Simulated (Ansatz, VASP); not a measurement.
## CdSe: VASP beside Ansatz

INCAR

```
ALGO     = Normal         # electronic algorithm
EDIFF    = 1E-6           # SCF threshold, eV
ENCUT    = 520            # plane-wave cutoff, eV
GGA      = PE             # functional
ISIF     = 2              # what is computed and relaxed
ISMEAR   = 1              # smearing method
LASPH    = True           # aspherical terms in the spheres
LCHARG   = True           # write CHGCAR
LELF     = True           # ELF
LREAL    = False          # projectors in reciprocal space
LVHAR    = True         
LWAVE    = False          # write WAVECAR
NBANDS   = 16             # bands
NELM     = 100            # most SCF steps
PREC     = Accurate       # precision mode
SIGMA    = 0.2            # smearing width, eV
```

The input KPOINTS:

```
k-points
0
Gamma
  6 6 6
```

The input POSCAR:

```
CdSe
1.0
    0.0000000000      2.8429458735      2.8429458735
    2.8429458735      0.0000000000      2.8429458735
    2.8429458735      2.8429458735      0.0000000000
Cd Se
1 1
Direct
    0.0000000000      0.0000000000      0.0000000000
    0.5000000000      0.5000000000      0.5000000000
```

Input for Ansatz:

```yaml
crystal:
  lattice:
    - [0.0, 2.8429458735, 2.8429458735]
    - [2.8429458735, 0.0, 2.8429458735]
    - [2.8429458735, 2.8429458735, 0.0]
  atoms:
    - { symbol: Cd, position: [0.0, 0.0, 0.0] }
    - { symbol: Se, position: [0.5, 0.5, 0.5] }
kpoints:
  mp_grid: { grid: [6, 6, 6] }
hamiltonian:
  xc: pbe
scf:
  occupations: { method: cold, width: 0.2 }
  n_extra_bands: 4
output:
  forces: true
  stress: true
  eigenvalues: true
```

Alike in both runs: task single point; functional PBE; k mesh 6 × 6 × 6; no spin polarisation.

|  | VASP | Ansatz |
| --- | --- | --- |
| version | VASP 6.6.1 | Ansatz 0.2.0 |
| potentials or method | VASP PAW PBE potentials, release 64 (Cd, Se) | plane waves |
| plane-wave cutoff (eV) | 520 | 420 |
| occupations | methfessel-paxton of order 1, width 0.2 eV | cold, width 0.2 eV |
| valence electrons in the cell | 18 | 36 |

|  | VASP | Ansatz | Ansatz less VASP |
| --- | --- | --- | --- |
| pressure (GPa) | 2.1 | 1.8 | -0.39 |

VASP's potentials hold 18 valence electrons a cell and Ansatz's 36, so a difference there can come from the potentials and not from the codes.
